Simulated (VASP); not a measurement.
# BiSb (rocksalt type) (Fm-3m) in VASP: further runs, part 2 of 2

VASP 6.6.1. Earlier steps stand in the parts before.

**5. Single point, LDA**

This run uses another cell than the first one, of 30.49 Å³/atom.

Contents of INCAR:

```
PREC     = Accurate       # precision mode
ENCUT    = 520            # plane-wave cutoff, eV
EDIFF    = 1E-7           # SCF threshold, eV
ISMEAR   = -1             # smearing method
SIGMA    = 0.1            # smearing width, eV
LREAL    = F              # projectors in reciprocal space
LASPH    = T              # aspherical terms in the spheres
NELM     = 80             # most SCF steps
ALGO     = Normal         # electronic algorithm
ISIF     = 2              # what is computed and relaxed
LWAVE    = F              # write WAVECAR
LCHARG   = T              # write CHGCAR
LELF     = T              # ELF
LVHAR    = T            
NBANDS   = 17             # bands
```

Contents of KPOINTS:

```
regular mesh
0
Gamma
  12 12 12
```

Contents of POSCAR:

```
BiSb
1.0
    0.0000000000      3.1241383218      3.1241383218
    3.1241383218      0.0000000000      3.1241383218
    3.1241383218      3.1241383218      0.0000000000
Sb Bi
1 1
Direct
    0.0000000000      0.0000000000      0.0000000000
    0.5000000000      0.5000000000      0.5000000000
```

Potentials or basis: VASP PAW LDA potentials, release 64 (Sb, Bi_d).

Command:

```bash
> cat potpaw_LDA.64/Sb/POTCAR potpaw_LDA.64/Bi_d/POTCAR > POTCAR
> mpirun -np 1 vasp_std > vasp.out
```

OUTCAR:

```text
PREC = Accurate
   ENCUT = 520
   EDIFF = 1E-7
   ISMEAR = -1
   LREAL = F
   LASPH = T
   NELM = 80
   ISIF = 2

 ion  position               nearest neighbor table
   1  0.000  0.000  0.000-   2 3.12   2 3.12   2 3.12   2 3.12   2 3.12   2 3.12
   2  0.500  0.500  0.500-   1 3.12   1 3.12   1 3.12   1 3.12   1 3.12   1 3.12

  LATTYP: Found a face centered cubic cell.
 ALAT       =     6.2482766436

  Lattice vectors:

 A1 = (   0.0000000000,   3.1241383218,   3.1241383218)
 A2 = (   3.1241383218,   0.0000000000,   3.1241383218)
 A3 = (   3.1241383218,   3.1241383218,   0.0000000000)

Analysis of symmetry for initial positions (statically):
=====================================================================
 Subroutine PRICEL returns:
 Original cell was already a primitive cell.

 Routine SETGRP: Setting up the symmetry group for a
 face centered cubic supercell.

 Subroutine GETGRP returns: Found 48 space group operations
 (whereof 48 operations were pure point group operations)
 out of a pool of 48 trial point group operations.

The static configuration has the point symmetry O_h .

Analysis of symmetry for dynamics (positions and initial velocities):
[... 160 lines left out ...]

 val. band max:        7.2603469318   @ k =   0.1667   0.1667   0.0000
 cond. band min:       7.2649227183   @ k =   0.2500   0.0833   0.0000
 fundamental gap:      0.0045757864
 Fermi energy:         7.2624099278

 k-point     1 :       0.0000    0.0000    0.0000
  band No.  band energies     occupation
      1     -15.6113      2.00000
      2     -15.6113      2.00000
      3     -15.5969      2.00000
      4     -15.5969      2.00000
      5     -15.5969      2.00000
      6      -5.9411      2.00000
[... 457 lines left out ...]
      4     -15.5880      2.00000
      5     -15.5860      2.00000
      6      -3.9185      2.00000
[... 9 lines left out ...]
     16      15.2733      0.00000
     17      17.9600      0.00000

 [... further k-points ...]

------------------------ aborting loop because EDIFF is reached ----------------------------------------

  FORCE on cell =-STRESS in cart. coord.  units (eV):
  Direction    XX          YY          ZZ          XY          YZ          ZX
  --------------------------------------------------------------------------------------
  -------------------------------------------------------------------------------------
  Total        0.0466196      0.0466196      0.0466196      0.0000000      0.0000000      0.0000000
  in kB        1.2247815      1.2247815      1.2247815      0.0000000      0.0000000      0.0000000
  external PRESSURE =       1.2247815 kB  Pullay stress =       0.0000000 kB

 VOLUME and BASIS-vectors are now :
 -----------------------------------------------------------------------------
  energy-cutoff  :      520.00
  volume of cell :       60.98
      direct lattice vectors                 reciprocal lattice vectors
     0.000000000  3.124138322  3.124138322    -0.160044130  0.160044130  0.160044130
     3.124138322  0.000000000  3.124138322     0.160044130 -0.160044130  0.160044130
     3.124138322  3.124138322  0.000000000     0.160044130  0.160044130 -0.160044130

 POSITION                                       TOTAL-FORCE (eV/Angst)
 -----------------------------------------------------------------------------------
      0.00000      0.00000      0.00000        -0.000000     -0.000000      0.000000
      3.12414      3.12414      3.12414         0.000000      0.000000     -0.000000
 -----------------------------------------------------------------------------------
    total drift:                                0.000000      0.000000      0.000000

  FREE ENERGIE OF THE ION-ELECTRON SYSTEM (eV)
  ---------------------------------------------------
  free  energy   TOTEN  =        -9.3513585838 eV

  energy  without entropy=       -9.3220782346  energy(sigma->0) =       -9.33671841
```

OSZICAR:

```text
N       E                     dE             d eps       ncg     rms          rms(c)
DAV:   1     0.152457967207E+03    0.15246E+03   -0.96944E+03  2448   0.119E+03
DAV:   2     0.128203038814E+01   -0.15118E+03   -0.14843E+03  2846   0.315E+02
DAV:   3    -0.910125113091E+01   -0.10383E+02   -0.10312E+02  3003   0.872E+01
DAV:   4    -0.938030936334E+01   -0.27906E+00   -0.27879E+00  2999   0.159E+01
DAV:   5    -0.939150013331E+01   -0.11191E-01   -0.11190E-01  3417   0.286E+00    0.223E+00
DAV:   6    -0.935472091007E+01    0.36779E-01   -0.11794E-01  3313   0.228E+00    0.122E+00
DAV:   7    -0.935228932580E+01    0.24316E-02   -0.12146E-02  2971   0.638E-01    0.661E-01
DAV:   8    -0.935139496157E+01    0.89436E-03   -0.14182E-03  3002   0.241E-01    0.788E-02
DAV:   9    -0.935135566141E+01    0.39300E-04   -0.17460E-04  2952   0.718E-02    0.226E-02
DAV:  10    -0.935135865940E+01   -0.29980E-05   -0.15220E-05  3230   0.350E-02    0.301E-03
DAV:  11    -0.935135858383E+01    0.75573E-07   -0.73145E-07  2955   0.496E-03
   1 F= -.93513586E+01 E0= -.93367184E+01  d E =-.292803E-01
```

stdout:

```text
POSCAR found type information on POSCAR SbBi
 POSCAR found :  2 types and       2 ions
 scaLAPACK will be used
 LDA part: xc-table for (Slater(with rela. corr.)+CA(PZ))
 , standard interpolation
 POSCAR, INCAR and KPOINTS ok, starting setup
 FFT: planning ... GRIDC
 FFT: planning ... GRID_SOFT
 FFT: planning ... GRID
 WAVECAR not read
 entering main loop
```

It took 29 s on 1 thread of Intel Xeon 6975P-C (Granite Rapids), shared host; peak memory 0.21 GiB.

What came out:

| Item | Value |
| --- | --- |
| Free energy | -9.3514 eV |
| Pressure | 0.1 GPa |
| Band gap on the k mesh | zero (bands 10 and 11 overlap by 0.43 eV) |

Levels at points of the mesh, in eV from the Fermi level:
```csv
k point,band 8,band 9,band 10,band 11,band 12,band 13
"(0.00, 0.00, 0.00)",-1.56,-1.56,-1.56,3.33,3.33,3.33
"(0.50, 0.00, 0.00)",-0.40,-0.40,-0.37,-0.37,-0.26,0.22
"(0.50, 0.50, 0.00)",-5.56,-3.50,-3.50,2.38,5.40,5.40
```

Caveat: spin-orbit coupling is left out, which moves the levels of the heavy elements.

**6. The runs side by side**

| cell | gap on the mesh (eV) | pressure (GPa) |
| --- | --- | --- |
| a = 4.034 Å, angles 60.0°, 2 atoms | none | 31.9 |
| a = 4.037 Å, angles 60.0°, 2 atoms | none | 31.4 |
| a = 4.418 Å, angles 60.0°, 2 atoms | none | 0.1 |

Alike in all rows: task single point; level LDA; potentials or basis VASP PAW LDA potentials, release 64 (Sb, Bi_d); no spin polarisation; k mesh 12 × 12 × 12; cutoff (eV) 520; smearing fermi-dirac 0.1 eV.

Caveats: spin-orbit coupling is left out, which moves the levels of the heavy elements; the cell stands under pressure (at least some runs).

Absolute energies hang on the potentials; compare differences alone.
